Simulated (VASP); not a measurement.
## CaO: single point with LDA

The system is CaO.

```
Ca O
1.0
     0.00000    2.35574    2.35574
     2.35574    0.00000    2.35574
     2.35574    2.35574    0.00000
Ca O
1 1
Cartesian
  0.0000 0.0000 0.0000
  2.3557 2.3557 2.3557
```

| Item | Value |
| --- | --- |
| Program | VASP 6.6.1 |
| Task | single point |
| Functional | LDA |
| Potentials or basis | VASP PAW LDA potentials, release 64 (Ca_sv, O_h) |
| Cutoff | 1340 eV |
| k mesh | 8 × 8 × 8 |
| Occupations | gaussian, width 0.1 eV |
| Spin | no spin polarisation |

```
Pressure               : 0.6 GPa
Band gap on the k mesh : 3.42 eV (least direct gap 3.78 eV)
```

Levels at points of the mesh, in eV from the valence-band top:
| k point | band 4 | band 5 | band 6 | band 7 | band 8 | band 9 | band 10 | band 11 | band 12 | band 13 |
| --- | --- | --- | --- | --- | --- | --- | --- | --- | --- | --- |
| (0.00, 0.00, 0.00) | -17.82 | -15.32 | 0.00 | 0.00 | 0.00 | 5.07 | 6.25 | 6.25 | 6.25 | 7.92 |
| (0.50, 0.00, 0.00) | -17.89 | -13.79 | -2.86 | -1.36 | -1.36 | 7.23 | 8.63 | 8.63 | 8.78 | 10.94 |
| (0.50, 0.50, 0.00) | -18.12 | -15.08 | -1.27 | -0.36 | -0.36 | 3.42 | 8.48 | 9.22 | 9.95 | 9.95 |

It took 37 s on 1 thread of Intel(R) Xeon(R) 6975P-C (Granite Rapids) (shared host), peak memory 0.23 GiB.

A k mesh can miss the band edges. As with any semilocal functional, this LDA gap is likely too small.
